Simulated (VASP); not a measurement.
# LiF (Griceite) (Fm-3m) in VASP: notebook

Runs on LiF (Griceite). Level: PBE. Tasks: single point, relaxation of cell and atoms.

All numbers are computed with VASP 6.6.1; they aren't measurements. Logs are shortened: lines on timing, memory, paths and dates and some standing lists are left out, and cuts for length are marked.

### Step 1. The cell of the first run

The structure is cubic, space group Fm-3m (No. 225). Conventional cell: a = 4.067 Å, b = 4.067 Å, c = 4.067 Å, α = 90.00°, β = 90.00°, γ = 90.00°. Li (site symmetry m-3m) has 6 F at 2.03 Å within 2.7 Å. F (site symmetry m-3m) has 6 Li at 2.03 Å within 2.7 Å.

### Step 2. Single point, PBE

Contents of INCAR:

```
PREC = Accurate
ENCUT = 750
EDIFF = 1E-6
ISMEAR = 0
SIGMA = 0.01
LREAL = F
LASPH = T
NELM = 120
ALGO = Normal
ISIF = 2
LWAVE = F
LCHARG = F
GGA = PE
NBANDS = 12
GGA_COMPAT = F
```

Contents of KPOINTS:

```
Automatic mesh
0
Gamma
  7 7 7
```

Contents of POSCAR:

```
LiF
1.0
    0.0000000000      2.0335601824      2.0335601824
    2.0335601824      0.0000000000      2.0335601824
    2.0335601824      2.0335601824      0.0000000000
Li F
1 1
Direct
    0.0000000000      0.0000000000      0.0000000000
    0.5000000000      0.5000000000      0.5000000000
```

Potentials or basis: VASP PAW PBE potentials, release 64 (Li_sv, F).

On the command line:

```
> cat potpaw_PBE.64/Li_sv/POTCAR potpaw_PBE.64/F/POTCAR > POTCAR
> mpirun -np 1 vasp_std > vasp.out
```

OUTCAR:

```text
PREC = Accurate
   ENCUT = 750
   EDIFF = 1E-6
   ISMEAR = 0
   LREAL = F
   LASPH = T
   NELM = 120
   ISIF = 2
   GGA = PE

 ion  position               nearest neighbor table
   1  0.000  0.000  0.000-   2 2.03   2 2.03   2 2.03   2 2.03   2 2.03   2 2.03
   2  0.500  0.500  0.500-   1 2.03   1 2.03   1 2.03   1 2.03   1 2.03   1 2.03

  LATTYP: Found a face centered cubic cell.
 ALAT       =     4.0671203648

  Lattice vectors:

 A1 = (   0.0000000000,   2.0335601824,   2.0335601824)
 A2 = (   2.0335601824,   0.0000000000,   2.0335601824)
 A3 = (   2.0335601824,   2.0335601824,   0.0000000000)

Analysis of symmetry for initial positions (statically):
=====================================================================
 Subroutine PRICEL returns:
 Original cell was already a primitive cell.

 Routine SETGRP: Setting up the symmetry group for a
 face centered cubic supercell.

 Subroutine GETGRP returns: Found 48 space group operations
 (whereof 48 operations were pure point group operations)
 out of a pool of 48 trial point group operations.

The static configuration has the point symmetry O_h .

Analysis of symmetry for dynamics (positions and initial velocities):
=====================================================================
 Subroutine PRICEL returns:
 Original cell was already a primitive cell.

 Routine SETGRP: Setting up the symmetry group for a
 face centered cubic supercell.

 Subroutine GETGRP returns: Found 48 space group operations
 (whereof 48 operations were pure point group operations)
 out of a pool of 48 trial point group operations.

The dynamic configuration has the point symmetry O_h .

 Subroutine INISYM returns: Found 48 space group operations
 (whereof 48 operations are pure point group operations),
 and found     1 'primitive' translations

----------------------------------------------------------------------------------------

                                     Primitive cell

  volume of cell :      16.8190

  direct lattice vectors                    reciprocal lattice vectors
     0.000000000  2.033560182  2.033560182    -0.245874208  0.245874208  0.245874208
     2.033560182  0.000000000  2.033560182     0.245874208 -0.245874208  0.245874208
     2.033560182  2.033560182  0.000000000     0.245874208  0.245874208 -0.245874208

  length of vectors
     2.875888390  2.875888390  2.875888390     0.425866621  0.425866621  0.425866621

  position of ions in fractional coordinates (direct lattice)
     0.000000000  0.000000000  0.000000000
     0.500000000  0.500000000  0.500000000

  ion indices of the primitive-cell ions
   primitive index   ion index
                 1           1
                 2           2

----------------------------------------------------------------------------------------

 KPOINTS: Automatic mesh

Automatic generation of k-mesh.
 Grid dimensions read from file:
 generate k-points for:    7    7    7

 Generating k-lattice:

  Cartesian coordinates                     Fractional coordinates (reciprocal lattice)
    -0.035124887  0.035124887  0.035124887     0.142857143  0.000000000  0.000000000
     0.035124887 -0.035124887  0.035124887     0.000000000  0.142857143  0.000000000
     0.035124887  0.035124887 -0.035124887     0.000000000  0.000000000  0.142857143

  Length of vectors
     0.060838089  0.060838089  0.060838089

  Shift w.r.t. Gamma in fractional coordinates (k-lattice)
     0.000000000  0.000000000  0.000000000

 Subroutine IBZKPT returns following result:
 ===========================================

 Found     20 irreducible k-points:

 Following reciprocal coordinates:
            Coordinates               Weight
  0.000000  0.000000  0.000000      1.000000
  0.142857  0.000000  0.000000      8.000000
  0.285714  0.000000  0.000000      8.000000
  0.428571  0.000000  0.000000      8.000000
  0.142857  0.142857  0.000000      6.000000
  0.285714  0.142857  0.000000     24.000000
[... 12 lines left out ...]
 -0.428571  0.428571  0.142857     24.000000
 -0.285714  0.428571  0.142857     24.000000
   k-points           NKPTS =     20   k-points in BZ     NKDIM =     20   number of bands    NBANDS=     12
   number of dos      NEDOS =    301   number of ions     NIONS =      2
   total plane-waves  NPLWV =  21952
   dimension x,y,z NGX =    28 NGY =   28 NGZ =   28
   dimension x,y,z NGXF=    56 NGYF=   56 NGZF=   56
   ions per type =               1   1
   NGX,Y,Z   is equivalent  to a cutoff of  16.19, 16.19, 16.19 a.u.
   NGXF,Y,Z  is equivalent  to a cutoff of  32.37, 32.37, 32.37 a.u.
 SYSTEM =  unknown system
   PREC   = accura    normal or accurate (medium, high low for compatibility)
   ISTART =      0    job   : 0-new  1-cont  2-samecut
   ICHARG =      2    charge: 1-file 2-atom 10-const
   ISPIN  =      1    spin polarized calculation?
   LNONCOLLINEAR =      F non collinear calculations
   LSORBIT =      F    spin-orbit coupling
   LASPH  =      T    aspherical Exc in radial PAW
   ENCUT  =  750.0 eV  55.12 Ry    7.42 a.u.   6.42  6.42  6.42*2*pi/ulx,y,z
   NELM   =    120;   NELMIN=  2; NELMDL= -5     # of ELM steps
   EDIFF  = 0.1E-05   stopping-criterion for ELM
   LREAL  =      F    real-space projection
[... 7 lines left out ...]
   TEBEG  =    0.0;   TEEND  =   0.0 temperature during run
   PSTRESS=    0.0 pullay stress
   NELECT =      10.0000    total number of electrons
   NUPDOWN=      -1.0000    fix difference up-down
   EMIN   =  10.00;   EMAX   =-10.00  energy-range for DOS
   EFERMI =   0.00;   METHOD = LEGACY
   ISMEAR =     0;   SIGMA  =   0.01  broadening in eV -4-tet -1-fermi 0-gaus
   EFERMI_NEDOS =   21; number of points for ismear=-14 and -15
   IALGO  =     38    algorithm
   IMIX   =      4    mixing-type and parameters
     AMIX     =   0.40;   BMIX     =  1.00
     AMIX_MAG =   1.60;   BMIX_MAG =  1.00
  volume/ion in A,a.u.               =       8.41        56.75
  Fermi-wavevector in a.u.,A,eV,Ry     =   1.376600  2.601397 25.783420  1.895028
  Thomas-Fermi vector in A             =   2.501830
   LORBIT       =      0    0 simple, 1 ext, 2 COOP (PROOUT), +10 PAW based schemes
   GGA     = PE    functional components
   LHFCALC =     F    Hartree Fock is set to
   AEXX    =    0.0000 exact exchange contribution
   IVDW    =     0    specifies the selected vdW correction
   LEPSILON=     F    determine dielectric tensor
   LRPA    =     F    only Hartree local field effects (RPA)
 non-spin polarized calculation
 Gauss-broadening in eV      SIGMA  =   0.01
  energy-cutoff  :      750.00
  volume of cell :       16.82
 maximum number of plane-waves:       801
 NGX is ok and might be reduce to    28
   NGX = 13   NGY = 13   NGZ = 13

 number of electron      10.0000000 magnetization

 number of electron       9.9999999 magnetization

 Free energy of the ion-electron system (eV)
  ---------------------------------------------------
  ext. energy  EPLUGINS =         0.00000000
  ---------------------------------------------------
  free energy    TOTEN  =        -9.64506986 eV

  energy without entropy =       -9.64506986  energy(sigma->0) =       -9.64506986

 E-fermi :  -1.1287     XC(G=0):  -9.8440

 val. band max:       -1.2003585493   @ k =   0.0000   0.0000   0.0000
 cond. band min:       7.6255470314   @ k =   0.0000   0.0000   0.0000
 fundamental gap:      8.8259055807
 Fermi energy:        -1.1286701595

 k-point     1 :       0.0000    0.0000    0.0000
  band No.  band energies     occupation
      1     -42.1737      2.00000
      2     -21.0941      2.00000
      3      -1.2004      2.00000
      4      -1.2004      2.00000
      5      -1.2004      2.00000
      6       7.6255      0.00000
      7      22.3899      0.00000
      8      22.3899      0.00000
      9      22.3899      0.00000
     10      22.8435      0.00000
     11      22.8435      0.00000
     12      22.8435      0.00000

 k-point     2 :       0.1429    0.0000    0.0000
  band No.  band energies     occupation
      1     -42.1641      2.00000
      2     -21.0207      2.00000
      3      -1.7378      2.00000
      4      -1.2438      2.00000
      5      -1.2438      2.00000
      6       8.1800      0.00000
      7      18.6590      0.00000
      8      20.5563      0.00000
      9      20.5563      0.00000
     10      24.2089      0.00000
     11      24.3816      0.00000
     12      24.3816      0.00000

 k-point     3 :       0.2857    0.0000    0.0000
  band No.  band energies     occupation
      1     -42.1423      2.00000
      2     -20.8482      2.00000
      3      -2.7871      2.00000
      4      -1.3371      2.00000
      5      -1.3371      2.00000
      6       9.1005      0.00000
      7      16.0107      0.00000
      8      18.6717      0.00000
      9      18.6717      0.00000
     10      25.8898      0.00000
     11      26.5700      0.00000
     12      26.5701      0.00000

 k-point     4 :       0.4286    0.0000    0.0000
  band No.  band energies     occupation
      1     -42.1248      2.00000
      2     -20.7024      2.00000
      3      -3.5303      2.00000
      4      -1.4087      2.00000
      5      -1.4087      2.00000
      6       9.4171      0.00000
      7      15.2265      0.00000
      8      17.6074      0.00000
      9      17.6074      0.00000
     10      28.0396      0.00000
     11      28.8716      0.00000
     12      28.8716      0.00000

 k-point     5 :       0.1429    0.1429    0.0000
  band No.  band energies     occupation
      1     -42.1610      2.00000
      2     -20.9929      2.00000
      3      -1.7081      2.00000
      4      -1.3861      2.00000
      5      -1.3861      2.00000
      6       8.4458      0.00000
      7      19.6543      0.00000
      8      20.0292      0.00000
      9      20.0292      0.00000
     10      20.1816      0.00000
     11      26.9762      0.00000
     12      26.9762      0.00000
[... 168 lines left out ...]
      1     -42.1279      2.00000
      2     -20.6934      2.00000
      3      -3.0082      2.00000
      4      -2.1215      2.00000
      5      -1.5700      2.00000
      6      10.5909      0.00000
      7      15.0840      0.00000
      8      17.7695      0.00000
      9      18.3590      0.00000
     10      22.4746      0.00000
     11      29.5684      0.00000
     12      30.8840      0.00000

 k-point    18 :      -0.4286    0.2857    0.1429
  band No.  band energies     occupation
      1     -42.1154      2.00000
      2     -20.5663      2.00000
      3      -3.3448      2.00000
      4      -2.5142      2.00000
      5      -1.6991      2.00000
      6      11.4475      0.00000
      7      14.1913      0.00000
      8      17.3802      0.00000
      9      17.7484      0.00000
     10      24.8458      0.00000
     11      27.6392      0.00000
     12      32.9766      0.00000

 k-point    19 :      -0.4286    0.4286    0.1429
  band No.  band energies     occupation
      1     -42.1108      2.00000
      2     -20.4840      2.00000
      3      -3.6546      2.00000
      4      -2.5085      2.00000
      5      -1.9835      2.00000
      6      12.8288      0.00000
      7      14.2903      0.00000
      8      16.3440      0.00000
      9      18.0685      0.00000
     10      21.6617      0.00000
     11      30.4931      0.00000
     12      33.0215      0.00000

 k-point    20 :      -0.2857    0.4286    0.1429
  band No.  band energies     occupation
      1     -42.1091      2.00000
      2     -20.4768      2.00000
      3      -3.3253      2.00000
      4      -2.9841      2.00000
      5      -1.9062      2.00000
      6      13.1107      0.00000
      7      13.5573      0.00000
      8      16.5780      0.00000
      9      17.7037      0.00000
     10      24.2962      0.00000
     11      27.6612      0.00000
     12      32.6235      0.00000

------------------------ aborting loop because EDIFF is reached ----------------------------------------

  FORCE on cell =-STRESS in cart. coord.  units (eV):
  Direction    XX          YY          ZZ          XY          YZ          ZX
  --------------------------------------------------------------------------------------
  -------------------------------------------------------------------------------------
  Total       -0.0710744     -0.0710744     -0.0710744      0.0000000      0.0000000     -0.0000000
  in kB       -6.7705335     -6.7705335     -6.7705335      0.0000000      0.0000000     -0.0000000
  external PRESSURE =      -6.7705335 kB  Pullay stress =       0.0000000 kB

 VOLUME and BASIS-vectors are now :
 -----------------------------------------------------------------------------
  energy-cutoff  :      750.00
  volume of cell :       16.82
      direct lattice vectors                 reciprocal lattice vectors
     0.000000000  2.033560182  2.033560182    -0.245874208  0.245874208  0.245874208
     2.033560182  0.000000000  2.033560182     0.245874208 -0.245874208  0.245874208
     2.033560182  2.033560182  0.000000000     0.245874208  0.245874208 -0.245874208

 POSITION                                       TOTAL-FORCE (eV/Angst)
 -----------------------------------------------------------------------------------
      0.00000      0.00000      0.00000        -0.000000      0.000000      0.000000
      2.03356      2.03356      2.03356         0.000000     -0.000000     -0.000000
 -----------------------------------------------------------------------------------
    total drift:                                0.000000      0.000000      0.000000

  FREE ENERGIE OF THE ION-ELECTRON SYSTEM (eV)
  ---------------------------------------------------
  free  energy   TOTEN  =        -9.6450698626 eV

  energy  without entropy=       -9.6450698626  energy(sigma->0) =       -9.64506986
```

It took 14 s on 1 thread of AMD EPYC 7R43 (Zen 3), shared host; peak memory 0.11 GiB.

What came out:

```yaml
Free_energy: -9.6451 eV
Pressure: -0.7 GPa
Band_gap_on_the_k_mesh: 8.83 eV, direct
```

### Step 3. Relaxation of cell and atoms, PBE

This run uses another cell than the first one, of 8.17 Å³/atom, 0.971 times its volume.

Contents of INCAR:

```
SYSTEM = LiF
ALGO = Normal ; EDIFF = 1E-7
EDIFFG = -0.01 ; ENCUT = 750
GGA = PE ; GGA_COMPAT = .False.
IBRION = 2 ; ISIF = 3
ISMEAR = 0 ; LASPH = .True.
LCHARG = .False. ; LREAL = .False.
LWAVE = .False. ; NELM = 120
NELMIN = 4 ; NSW = 80
PREC = Accurate ; SIGMA = 0.01
```

Contents of KPOINTS:

```
k-points
0
Gamma
  7 7 7
  0 0 0
```

Contents of POSCAR:

```
LiF
1.0
    0.0000000000      2.0140000000      2.0140000000
    2.0140000000      0.0000000000      2.0140000000
    2.0140000000      2.0140000000      0.0000000000
Li F
1 1
Direct
    0.0000000000      0.0000000000      0.0000000000
    0.5000000000      0.5000000000      0.5000000000
```

Potentials or basis: VASP PAW PBE potentials, release 64 (Li_sv, F).

On the command line:

```
> cat potpaw_PBE.64/Li_sv/POTCAR potpaw_PBE.64/F/POTCAR > POTCAR
> mpirun -np 1 vasp_std > vasp.out
```

Wall time 28 s (1 thread of AMD EPYC 7R43 (Zen 3), shared host); peak memory 0.1 GiB.

The run converged. Its results:

* Free energy: -9.6440 eV
* Relaxed volume: 8.32 Å³/atom
* Relaxed cell: a = 2.865 Å, b = 2.865 Å, c = 2.865 Å, α = 60.00°, β = 60.00°, γ = 60.00°
* Space group after relaxing (to 0.05 Å): Fm-3m (No. 225)
* Energy gained by relaxing: 0.7 meV/atom
* Ionic steps: 3
* Pressure after relaxing: 0.1 GPa
* Band gap on the k mesh: 8.92 eV, direct

The path:
```csv
step,energy change (eV),largest force (eV/Å),pressure (GPa),volume (Å³)
1,0.0000,0.0000,1.40,16.34
2,-0.0011,0.0000,0.62,16.51
3,-0.0014,0.0000,0.06,16.64
```

Final structure:
```yaml
crystal:
  lattice:
    - [0.00000, 2.02619, 2.02619]
    - [2.02619, 0.00000, 2.02619]
    - [2.02619, 2.02619, 0.00000]
  atoms:
    - { symbol: Li, position: [0.00000, 0.00000, 0.00000] }
    - { symbol: F, position: [0.50000, 0.50000, 0.50000] }
```

Levels at points of the mesh, in eV from the valence-band top:
| k point | band 3 | band 4 | band 5 | band 6 | band 7 | band 8 |
| --- | --- | --- | --- | --- | --- | --- |
| (0.00, 0.00, 0.00) | 0.00 | 0.00 | 0.00 | 8.92 | 23.73 | 23.73 |

PBE usually gives volumes a little too large and moduli too small. Zero-point motion and thermal expansion aren't in these numbers.
